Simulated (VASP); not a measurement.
# TiO2 (P1) in VASP: a series of runs, part 2 of 2

VASP 6.6.1. The steps go on from the part before.

## 5. Single point, PBEsol

Input file INCAR:

```
  PREC = Accurate
  ENCUT = 520
  EDIFF = 1E-7
  ISMEAR = -1
  SIGMA = 0.24
  LREAL = False
  LASPH = True
  NELM = 80
  ALGO = Normal
  ISIF = 2
  LWAVE = False
  LCHARG = True
  GGA = PS
  LELF = True
  LVHAR = True
  NBANDS = 60
```

Input file KPOINTS:

```
Automatic mesh
0
Gamma
  3 3 1
```

Input file POSCAR:

```
TiO2
1.0
    3.8470600000      0.0000000000      0.0000000000
    0.0000000000      3.8470600000      0.0000000000
    0.0000000000      0.0000000000      9.6699950000
Ti O
4 8
Direct
    0.0048088670      0.0674541078      0.0088107595
    0.0031972467      0.5261680348      0.2573217463
    0.4778454196      0.4986145264      0.4976424497
    0.5667704689     -0.0422920360      0.7372599469
   -0.0303868409      0.0616834674      0.2362048791
    0.0269556492      0.5549952431      0.4568358102
    0.0211330211      0.5778438600      0.0496691053
    0.1137751946     -0.0409403545      0.8106312361
    0.5579325511      0.4854876191      0.7043333528
    0.5441298030      0.0946437019      0.9857399099
    0.5733209256      0.0258899003      0.5313136150
    0.5562169553      0.5649249037      0.3031956066
```

Potentials or basis: VASP PAW PBE potentials, release 64 (Ti_sv, O).

The run is started by

```bash
> cat potpaw_PBE.64/Ti_sv/POTCAR potpaw_PBE.64/O/POTCAR > POTCAR
> mpirun -np 1 vasp_std > vasp.out
```

OUTCAR:

```text
PREC = Accurate
   ENCUT = 520
   EDIFF = 1E-7
   ISMEAR = -1
   LREAL = False
   LASPH = True
   NELM = 80
   ISIF = 2
   GGA = PS

 ion  position               nearest neighbor table
   1  0.005  0.067  0.009-  10 1.79   7 1.93   7 2.00   8 2.01  10 2.09   5 2.20
   2  0.003  0.526  0.257-  12 1.78   5 1.80   6 1.93   7 2.02   5 2.07  12 2.18
   3  0.478  0.499  0.498-   6 1.79  11 1.88  12 1.92   9 2.02  11 2.09   6 2.16
   4  0.567  0.958  0.737-   9 1.84   8 1.88  11 2.01   9 2.06   8 2.22
   5  0.970  0.062  0.236-   2 1.80   2 2.07   1 2.20
   6  0.027  0.555  0.457-   3 1.79   2 1.93   3 2.16
   7  0.021  0.578  0.050-   1 1.93   1 2.00   2 2.02
   8  0.114  0.959  0.811-   4 1.88   1 2.01   4 2.22
   9  0.558  0.485  0.704-   4 1.84   3 2.02   4 2.06
  10  0.544  0.095  0.986-   1 1.79   1 2.09
  11  0.573  0.026  0.531-   3 1.88   4 2.01   3 2.09
  12  0.556  0.565  0.303-   2 1.78   3 1.92   2 2.18

  LATTYP: Found a simple tetragonal cell.
 ALAT       =     3.8470600000
 C/A-ratio  =     2.5136064943

  Lattice vectors:

[... 192 lines left out ...]
      6     -30.1945      2.00000
[... 304 lines left out ...]
     59       7.3521      0.00000
     60       7.6187      0.00000

------------------------ aborting loop because EDIFF is reached ----------------------------------------

  FORCE on cell =-STRESS in cart. coord.  units (eV):
  Direction    XX          YY          ZZ          XY          YZ          ZX
  --------------------------------------------------------------------------------------
  -------------------------------------------------------------------------------------
  Total       -3.9001757     -4.3423162     -5.6678225      0.1289559      3.6615125      3.0593931
  in kB      -43.6626998    -48.6124890    -63.4516107      1.4436691     40.9908512     34.2500882
  external PRESSURE =     -51.9089331 kB  Pullay stress =       0.0000000 kB

 VOLUME and BASIS-vectors are now :
 -----------------------------------------------------------------------------
  energy-cutoff  :      520.00
  volume of cell :      143.11
      direct lattice vectors                 reciprocal lattice vectors
     3.847060000  0.000000000  0.000000000     0.259938758  0.000000000  0.000000000
     0.000000000  3.847060000  0.000000000     0.000000000  0.259938758  0.000000000
     0.000000000  0.000000000  9.669995000     0.000000000  0.000000000  0.103412670

 POSITION                                       TOTAL-FORCE (eV/Angst)
 -----------------------------------------------------------------------------------
      0.01850      0.25950      0.08520         0.135001     -0.254934      0.666956
      0.01230      2.02420      2.48830         1.241324      0.608954     -1.259163
      1.83830      1.91820      4.81220         1.294760      0.727243     -0.898846
      2.18040      3.68436      7.12930         0.055531      0.849831      1.067866
      3.73016      0.23730      2.28410         1.132965     -0.051660     -1.499217
      0.10370      2.13510      4.41760         0.643928     -0.505631      1.526047
      0.08130      2.22300      0.48030         0.382345     -0.601383      0.951660
      0.43770      3.68956      7.83880        -1.640755      0.454395     -1.136920
      2.14640      1.86770      6.81090         0.171380      0.651676     -0.069066
      2.09330      0.36410      9.53210         0.677082     -0.200367     -1.133350
      2.20560      0.09960      5.13780        -0.811268     -1.359946      1.605173
      2.13980      2.17330      2.93190        -3.282291     -0.318179      0.178860
 -----------------------------------------------------------------------------------
    total drift:                               -0.000566      0.000962     -0.000849

  FREE ENERGIE OF THE ION-ELECTRON SYSTEM (eV)
  ---------------------------------------------------
  free  energy   TOTEN  =      -110.3889765932 eV

  energy  without entropy=     -110.3083672958  energy(sigma->0) =     -110.34867194
```

OSZICAR:

```text
N       E                     dE             d eps       ncg     rms          rms(c)
DAV:   1     0.148129778233E+04    0.14813E+04   -0.46499E+04   600   0.184E+03
DAV:   2     0.160554111647E+03   -0.13207E+04   -0.12530E+04   624   0.574E+02
DAV:   3    -0.120790914442E+03   -0.28135E+03   -0.27187E+03   752   0.236E+02
[... 12 lines left out ...]
DAV:  16    -0.110388973302E+03   -0.14824E-05   -0.41766E-05   920   0.494E-02    0.115E-02
DAV:  17    -0.110388974560E+03   -0.12573E-05   -0.60909E-06   880   0.172E-02    0.535E-03
DAV:  18    -0.110388976139E+03   -0.15798E-05   -0.21257E-06   856   0.845E-03    0.226E-03
DAV:  19    -0.110388976647E+03   -0.50717E-06   -0.61711E-07   584   0.431E-03    0.152E-03
DAV:  20    -0.110388976593E+03    0.53275E-07   -0.15299E-07   384   0.260E-03
   1 F= -.11038898E+03 E0= -.11034867E+03  d E =-.806093E-01
```

stdout:

```text
POSCAR found type information on POSCAR TiO
 POSCAR found :  2 types and      12 ions
 scaLAPACK will be used
 -----------------------------------------------------------------------------
|                                                                             |
|                                                                             |
|     You enforced a specific xc type in the INCAR file but a different       |
|     I HOPE YOU KNOW WHAT YOU ARE DOING!                                     |
|                                                                             |
 -----------------------------------------------------------------------------

 LDA part: xc-table for (Slater+PW92), standard interpolation
 POSCAR, INCAR and KPOINTS ok, starting setup
 FFT: planning ... GRIDC
 FFT: planning ... GRID_SOFT
 FFT: planning ... GRID
 WAVECAR not read
 entering main loop
```

It took 2.6 min on 1 thread of Intel Xeon 8259CL, shared host; peak memory 0.24 GiB.

Results:

| Quantity | Value |
| --- | --- |
| Free energy | -110.3890 eV |
| Pressure | -5.2 GPa |
| Largest force | 3.303 eV/Å |
| Band gap on the k mesh | 1.69 eV (least direct gap 2.04 eV) |

Forces in eV/Å, atoms in the order of the input:
```
Ti   0.135 -0.255  0.667
Ti   1.241  0.609 -1.259
Ti   1.295  0.727 -0.899
Ti   0.056  0.850  1.068
O    1.133 -0.052 -1.499
O    0.644 -0.506  1.526
O    0.382 -0.601  0.952
O   -1.641  0.454 -1.137
O    0.171  0.652 -0.069
O    0.677 -0.200 -1.133
O   -0.811 -1.360  1.605
O   -3.282 -0.318  0.179
```

Stress tensor (GPa, compression positive):
```
-4.37  0.14  3.43
 0.14 -4.86  4.10
 3.43  4.10 -6.35
```

Caveat: the k points lie up to 0.65 Å⁻¹ apart; the atoms stand as in a frame of molecular dynamics; the PAW data sets were made with another functional, which shifts forces and pressure a little. A k mesh can miss the band edges.

## 6. Single point, PBEsol

Input file INCAR:

```
  PREC = Accurate
  ENCUT = 520
  EDIFF = 1E-6
  ISMEAR = -1
  SIGMA = 0.24
  LREAL = False
  LASPH = True
  NELM = 100
  ALGO = Normal
  ISIF = 2
  LWAVE = False
  LCHARG = False
  GGA = PS
  NBANDS = 60
```

KPOINTS is that of step 5.

Input file POSCAR:

```
TiO2
1.0
    3.8470600000      0.0000000000      0.0000000000
    0.0000000000      3.8470600000      0.0000000000
    0.0000000000      0.0000000000      9.6699950000
Ti O
4 8
Direct
    0.0812568559     -0.0286192573      0.0174146936
    0.0952675550      0.4806527582      0.2636712842
    0.5709814768      0.5004081039      0.5079216690
    0.6410609660      0.0545611454      0.7620169400
    0.0643348427     -0.0469709336      0.2108997988
    0.0788394254      0.4693194283      0.4687903148
    0.1459556129      0.4716848710      0.0631024111
    0.1160886495      0.0872874351      0.7938680423
    0.5639631303      0.5123392929      0.7110241525
    0.6070349826     -0.0457752154      0.9687905733
    0.5890472205      0.0092278259      0.5616859161
    0.5975212240      0.5176940313      0.2946433788
```

Potentials or basis: VASP PAW PBE potentials, release 64 (Ti_sv, O).

The run is started by

```bash
> cat potpaw_PBE.64/Ti_sv/POTCAR potpaw_PBE.64/O/POTCAR > POTCAR
> mpirun -np 1 vasp_std > vasp.out
```

It took 2.4 min on 1 thread of Intel Xeon 8259CL, shared host; peak memory 0.24 GiB.

It converged, with:

- Free energy: -111.4604 eV
- Pressure: -8.0 GPa
- Largest force: 1.954 eV/Å
- Band gap on the k mesh: 2.07 eV (least direct gap 2.27 eV)

Forces on the atoms (eV/Å):
```
Ti   0.395  0.029 -1.004
Ti  -0.012 -0.206 -0.689
Ti   0.098 -0.028  1.112
Ti  -0.348 -0.490 -0.319
O    0.106  1.596  1.121
O    0.584  0.242 -0.461
O   -0.462 -0.550 -0.696
O   -0.965 -0.947  1.299
O    0.722  0.914  0.107
O    0.491  0.167 -0.292
O    0.176 -0.165 -1.202
O   -0.787 -0.562  1.023
```

Stress tensor (GPa, compression positive):
```
-10.31   0.01   0.88
  0.01  -7.98  -0.56
  0.88  -0.56  -5.70
```

Levels at points of the mesh, in eV from the valence-band top:
```csv
k point,band 46,band 47,band 48,band 49,band 50,band 51
"(0.00, 0.00, 0.00)",-0.64,-0.34,-0.20,2.07,2.32,2.41
```

Caveat: the k points lie up to 0.65 Å⁻¹ apart; the atoms stand as in a frame of molecular dynamics; the PAW data sets were made with another functional, which shifts forces and pressure a little.

## 7. Summary

| cell | gap on the mesh (eV) | pressure (GPa) | largest force (eV/Å) |
| --- | --- | --- | --- |
| as given, atomic positions A | 1.58 | -2.7 | 3.62 |
| as given, atomic positions B | 1.59 | 0.7 | 6.23 |
| as given, atomic positions C | 1.81 | -8.3 | 5.88 |
| as given, atomic positions D | 1.69 | -5.2 | 3.30 |
| as given, atomic positions E | 2.07 | -8.0 | 1.95 |

Alike in all rows: task single point; level PBEsol; potentials or basis VASP PAW PBE potentials, release 64 (Ti_sv, O); no spin polarisation; k mesh 3 × 3 × 1; cutoff (eV) 520; smearing fermi-dirac 0.24 eV.

Caveats: all runs use coarse meshes; the PAW data sets were made with another functional, which shifts forces and pressure a little; the atoms stand as in a frame of molecular dynamics (at least some runs).

Absolute energies hang on the potentials; compare differences alone.
